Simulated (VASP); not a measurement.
# TiO2 (P4_2/mnm) in VASP: single point with PBE

Aim: the single point of TiO2 with PBE.

Program: VASP 6.6.1. These are calculated values, not measurements. Logs are shortened: lines on timing, memory, paths and dates and some standing lists are left out, and cuts for length are marked.

## 1. The cell of the first run

The structure is tetragonal, space group P4_2/mnm (No. 136). The conventional cell has a = 4.643 Å, b = 4.643 Å, c = 2.964 Å, α = 90.00°, β = 90.00°, γ = 90.00°. Within 2.6 Å of Ti (site symmetry mmm) lie 6 O at 1.96 to 2.00 Å. O (site symmetry m2m) has 3 Ti at 1.96 to 2.00 Å and 1 O at 2.56 Å within 2.6 Å.

## 2. Single point, PBE

File INCAR:

```
ALGO = Normal
EDIFF = 1E-6
ENCUT = 520
GGA = PE
ISIF = 2
ISMEAR = 0
LASPH = T
LCHARG = F
LREAL = F
LWAVE = F
NBANDS = 33
NELM = 80
PREC = Accurate
SIGMA = 0.02
```

File KPOINTS:

```
k-points
0
Gamma
  6 6 10
```

File POSCAR:

```
TiO2
1.0
    4.6433174325      0.0000000000      0.0000000000
    0.0000000000      4.6433174325      0.0000000000
    0.0000000000      0.0000000000      2.9638683199
Ti O
2 4
Direct
    0.5000000000      0.5000000000      0.0000000000
    0.0000000000      0.0000000000      0.5000000000
    0.6948714799      0.6948714799      0.5000000000
    0.8051285201      0.1948714799      0.0000000000
    0.1948714799      0.8051285201      0.0000000000
    0.3051285201      0.3051285201      0.5000000000
```

Potentials or basis: VASP PAW PBE potentials, release 64 (Ti_sv, O).

On the command line:

```sh
$ cat potpaw_PBE.64/Ti_sv/POTCAR potpaw_PBE.64/O/POTCAR > POTCAR
$ mpirun -np 1 vasp_std > vasp.out
```

OUTCAR:

```text
EDIFF = 1E-6
   ENCUT = 520
   GGA = PE
   ISIF = 2
   ISMEAR = 0
   LASPH = T
   LREAL = F
   NELM = 80
   PREC = Accurate

 ion  position               nearest neighbor table
   1  0.500  0.500  0.000-   3 1.96   6 1.96   3 1.96   6 1.96   5 2.00   4 2.00
   2  0.000  0.000  0.500-   4 1.96   5 1.96   4 1.96   5 1.96   3 2.00   6 2.00
   3  0.695  0.695  0.500-   1 1.96   1 1.96   2 2.00
   4  0.805  0.195  0.000-   2 1.96   2 1.96   1 2.00
   5  0.195  0.805  0.000-   2 1.96   2 1.96   1 2.00
   6  0.305  0.305  0.500-   1 1.96   1 1.96   2 2.00

  LATTYP: Found a simple tetragonal cell.
 ALAT       =     4.6433174325
 C/A-ratio  =     0.6383083567

  Lattice vectors:

 A1 = (   4.6433174325,   0.0000000000,   0.0000000000)
 A2 = (   0.0000000000,   4.6433174325,   0.0000000000)
 A3 = (   0.0000000000,   0.0000000000,   2.9638683199)

Analysis of symmetry for initial positions (statically):
=====================================================================
 Subroutine PRICEL returns:
 Original cell was already a primitive cell.

 Routine SETGRP: Setting up the symmetry group for a
 simple tetragonal supercell.

 Subroutine GETGRP returns: Found 16 space group operations
 (whereof  8 operations were pure point group operations)
 out of a pool of 16 trial point group operations.

The static configuration has the point symmetry D_2h.
 The point group associated with its full space group is D_4h.

Analysis of symmetry for dynamics (positions and initial velocities):
=====================================================================
 Subroutine PRICEL returns:
 Original cell was already a primitive cell.

 Routine SETGRP: Setting up the symmetry group for a
 simple tetragonal supercell.

 Subroutine GETGRP returns: Found 16 space group operations
 (whereof  8 operations were pure point group operations)
 out of a pool of 16 trial point group operations.

The dynamic configuration has the point symmetry D_2h.
 The point group associated with its full space group is D_4h.

 Subroutine INISYM returns: Found 16 space group operations
 (whereof  8 operations are pure point group operations),
 and found     1 'primitive' translations

----------------------------------------------------------------------------------------

                                     Primitive cell
[... 99 lines left out ...]
   EDIFF  = 0.1E-05   stopping-criterion for ELM
   LREAL  =      F    real-space projection
   EDIFFG = 0.1E-04   stopping-criterion for IOM
   NSW    =      0    number of steps for IOM
   IBRION =     -1    ionic relax: 0-MD 1-quasi-New 2-CG
   NFREE  =      0    steps in history (QN), initial steepest desc. (CG)
   ISIF   =      2    stress and relaxation
   ISYM   =      2    0-nonsym 1-usesym 2-fastsym
   POTIM  = 0.5000    time-step for ionic-motion
   TEBEG  =    0.0;   TEEND  =   0.0 temperature during run
   PSTRESS=    0.0 pullay stress
   NELECT =      48.0000    total number of electrons
   NUPDOWN=      -1.0000    fix difference up-down
   EMIN   =  10.00;   EMAX   =-10.00  energy-range for DOS
   EFERMI =   0.00;   METHOD = LEGACY
   ISMEAR =     0;   SIGMA  =   0.02  broadening in eV -4-tet -1-fermi 0-gaus
   EFERMI_NEDOS =   21; number of points for ismear=-14 and -15
   IALGO  =     38    algorithm
   IMIX   =      4    mixing-type and parameters
     AMIX     =   0.40;   BMIX     =  1.00
     AMIX_MAG =   1.60;   BMIX_MAG =  1.00
  volume/ion in A,a.u.               =      10.65        71.87
  Fermi-wavevector in a.u.,A,eV,Ry     =   1.488161  2.812217 30.131792  2.214624
  Thomas-Fermi vector in A             =   2.601231
   LORBIT       =      0    0 simple, 1 ext, 2 COOP (PROOUT), +10 PAW based schemes
   GGA     = PE    functional components
   LHFCALC =     F    Hartree Fock is set to
   AEXX    =    0.0000 exact exchange contribution
   IVDW    =     0    specifies the selected vdW correction
   LEPSILON=     F    determine dielectric tensor
   LRPA    =     F    only Hartree local field effects (RPA)
 non-spin polarized calculation
 Gauss-broadening in eV      SIGMA  =   0.02
  energy-cutoff  :      520.00
  volume of cell :       63.90
 maximum number of plane-waves:      1748
 NGX is ok and might be reduce to    36
   NGX = 17   NGY = 17   NGZ = 11

 number of electron      48.0000021 magnetization

 Free energy of the ion-electron system (eV)
  ---------------------------------------------------
  ext. energy  EPLUGINS =         0.00000000
  ---------------------------------------------------
  free energy    TOTEN  =       -53.67621797 eV

  energy without entropy =      -53.67621797  energy(sigma->0) =      -53.67621797

 E-fermi :   4.6970     XC(G=0): -11.2846

 val. band max:        4.5767681069   @ k =   0.0000   0.0000   0.0000
 cond. band min:       6.4120867599   @ k =   0.0000   0.0000   0.0000
 fundamental gap:      1.8353186530
 Fermi energy:         4.6969955425

 k-point     1 :       0.0000    0.0000    0.0000
  band No.  band energies     occupation
      1     -52.3821      2.00000
      2     -52.3673      2.00000
      3     -28.6689      2.00000
      4     -28.6689      2.00000
      5     -28.5190      2.00000
      6     -28.5190      2.00000
[... 853 lines left out ...]
     32       9.7625      0.00000
     33      10.9150      0.00000

 [... further k-points ...]

------------------------ aborting loop because EDIFF is reached ----------------------------------------

  FORCE on cell =-STRESS in cart. coord.  units (eV):
  Direction    XX          YY          ZZ          XY          YZ          ZX
  --------------------------------------------------------------------------------------
  -------------------------------------------------------------------------------------
  Total        0.2211857      0.2211857      0.3513338     -0.0000000      0.0000000      0.0000000
  in kB        5.5456427      5.5456427      8.8087628     -0.0000000      0.0000000      0.0000000
  external PRESSURE =       6.6333494 kB  Pullay stress =       0.0000000 kB

 VOLUME and BASIS-vectors are now :
 -----------------------------------------------------------------------------
  energy-cutoff  :      520.00
  volume of cell :       63.90
      direct lattice vectors                 reciprocal lattice vectors
     4.643317432  0.000000000  0.000000000     0.215363264  0.000000000  0.000000000
     0.000000000  4.643317432  0.000000000     0.000000000  0.215363264  0.000000000
     0.000000000  0.000000000  2.963868320     0.000000000  0.000000000  0.337396906

 POSITION                                       TOTAL-FORCE (eV/Angst)
 -----------------------------------------------------------------------------------
      2.32166      2.32166      0.00000         0.000000      0.000000      0.000000
      0.00000      0.00000      1.48193         0.000000      0.000000      0.000000
      3.22651      3.22651      1.48193         0.020345      0.020345      0.000000
      3.73847      0.90485      0.00000        -0.020345      0.020345      0.000000
      0.90485      3.73847      0.00000         0.020345     -0.020345      0.000000
      1.41681      1.41681      1.48193        -0.020345     -0.020345      0.000000
 -----------------------------------------------------------------------------------
    total drift:                                0.000000      0.000000      0.000000

  FREE ENERGIE OF THE ION-ELECTRON SYSTEM (eV)
  ---------------------------------------------------
  free  energy   TOTEN  =       -53.6762179662 eV

  energy  without entropy=      -53.6762179662  energy(sigma->0) =      -53.67621797
```

It took 51 s on 1 thread of Intel Xeon 6975P-C (Granite Rapids), shared host; peak memory 0.23 GiB.

Results:

- Free energy: -53.6762 eV
- Pressure: 0.7 GPa
- Largest force: 0.029 eV/Å
- Band gap on the k mesh: 1.84 eV, direct

Forces on the atoms (eV/Å):
```
Ti   0.000  0.000  0.000
Ti   0.000  0.000  0.000
O    0.020  0.020  0.000
O   -0.020  0.020  0.000
O    0.020 -0.020  0.000
O   -0.020 -0.020  0.000
```

A k mesh can miss the band edges.
